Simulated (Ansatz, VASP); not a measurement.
## One calculation of ScPd, two programs

```
Sc Pd
1.0
     3.28300    0.00000    0.00000
     0.00000    3.28300    0.00000
     0.00000    0.00000    3.28300
Sc Pd
1 1
Direct
  0.50000 0.50000 0.50000
  0.00000 0.00000 0.00000
```

Alike in both runs: task single point; functional LDA; k mesh 8 × 8 × 8; occupations fermi-dirac, width 0.0272 eV; no spin polarisation.

|  | VASP | Ansatz |
| --- | --- | --- |
| version | VASP 6.6.1 | Ansatz 0.2.0 |
| potentials or method | VASP PAW LDA potentials, release 64 (Sc_sv, Pd), cutoff 500 eV | all-electron LAPW, scalar-relativistic |

VASP gave:

| Property | Result |
| --- | --- |
| pressure (GPa) | -5.4 |

Problem. What did Ansatz give for the same quantities?

Solution. Pressure (GPa): -5.8.

LDA's correlation is that of Perdew and Zunger in VASP and of Perdew and Wang (1992) in Ansatz. Ansatz ran all-electron here, and VASP with PAW potentials. Ansatz's warnings: optics on partly filled bands.
